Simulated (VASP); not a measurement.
Wanted: the native input for a VASP 6.6.1 run.

```
Task                   : single point
Functional             : r2SCAN
Potentials or basis    : VASP PAW PBE potentials, release 64 (Li_sv, H)
Cutoff                 : 520 eV
k mesh                 : 12 × 12 × 12
Occupations            : fermi-dirac, width 0.02 eV
Spin                   : no spin polarisation
Dipole correction      : no
Further INCAR settings : ALGO = Normal; EDIFF = 1e-06; NBANDS = 9
```

Crystal: LiH.

```
Li H
1.0
     0.00000    1.96063    1.96063
     1.96063    0.00000    1.96063
     1.96063    1.96063    0.00000
Li H
1 1
Direct
  0.00000 0.00000 0.00000
  0.50000 0.50000 0.50000
```

These files were run (other wordings do the same):

POSCAR

```
LiH
1.0
    0.0000000000      1.9606264100      1.9606264100
    1.9606264100      0.0000000000      1.9606264100
    1.9606264100      1.9606264100      0.0000000000
Li H
1 1
Direct
    0.0000000000      0.0000000000      0.0000000000
    0.5000000000      0.5000000000      0.5000000000
```

INCAR.step1

```
ALGO     = Normal         # electronic algorithm
EDIFF    = 1E-4           # SCF threshold, eV
ENCUT    = 520            # plane-wave cutoff, eV
GGA      = PE             # functional
ISMEAR   = -1             # smearing method
LASPH    = T              # aspherical terms in the spheres
LCHARG   = F              # write CHGCAR
LREAL    = F              # projectors in reciprocal space
LWAVE    = T              # write WAVECAR
NBANDS   = 9              # bands
NELM     = 80             # most SCF steps
PREC     = Accurate       # precision mode
SIGMA    = 0.02           # smearing width, eV
```

INCAR.step2

```
ALGO     = Normal         # electronic algorithm
EDIFF    = 1E-6           # SCF threshold, eV
ENCUT    = 520            # plane-wave cutoff, eV
ISIF     = 2              # what is computed and relaxed
ISMEAR   = -1             # smearing method
ISTART   = 1            
LASPH    = T              # aspherical terms in the spheres
LCHARG   = F              # write CHGCAR
LMIXTAU  = T            
LREAL    = F              # projectors in reciprocal space
LWAVE    = F              # write WAVECAR
METAGGA  = R2SCAN         # meta-GGA
NBANDS   = 9              # bands
NELM     = 80             # most SCF steps
PREC     = Accurate       # precision mode
SIGMA    = 0.02           # smearing width, eV
```

KPOINTS

```
k-points
0
Gamma
  12 12 12
```

Potentials or basis: VASP PAW PBE potentials, release 64 (Li_sv, H).

Launch:

```bash
$ cat potpaw_PBE.64/Li_sv/POTCAR potpaw_PBE.64/H/POTCAR > POTCAR
$ cp INCAR.step1 INCAR
$ mpirun -np 1 vasp_std > vasp.out
$ cp INCAR.step2 INCAR
$ mpirun -np 1 vasp_std > vasp.out
```

It gave:

- Band gap on the k mesh: 3.54 eV, direct

It took 33 s on 1 thread of Intel Xeon 6975P-C, on a shared host, peak memory 0.14 GiB.
